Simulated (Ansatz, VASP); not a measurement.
# Bi in VASP and in Ansatz

```
Bi
1.0
    -1.92387    1.92387    1.92387
     1.92387   -1.92387    1.92387
     1.92387    1.92387   -1.92387
Bi
1
Direct
  0.00000 0.00000 0.00000
```

Alike in both runs: task single point; functional PBEsol; dispersion D3(BJ); k mesh 18 × 18 × 18; occupations gaussian, width 0.15 eV; no spin polarisation.

|  | VASP | Ansatz |
| --- | --- | --- |
| version | VASP 6.6.1 | Ansatz 0.2.0 |
| potentials or method | VASP PAW PBE potentials, release 64 (Bi_d), cutoff 520 eV | scalar-relativistic, plane waves, PAW |
| valence electrons in the cell | 15 | 15 |

```csv
,VASP,Ansatz,Ansatz less VASP
gap on the k mesh at the Fermi level (eV),none,none,-
pressure (GPa),0.1,0.1,+0.05
```

VASP's potentials were made for PBE, not for PBEsol. A gap of «none» marks a metal or a gap that the smearing closes.

Spin-orbit coupling is off throughout.
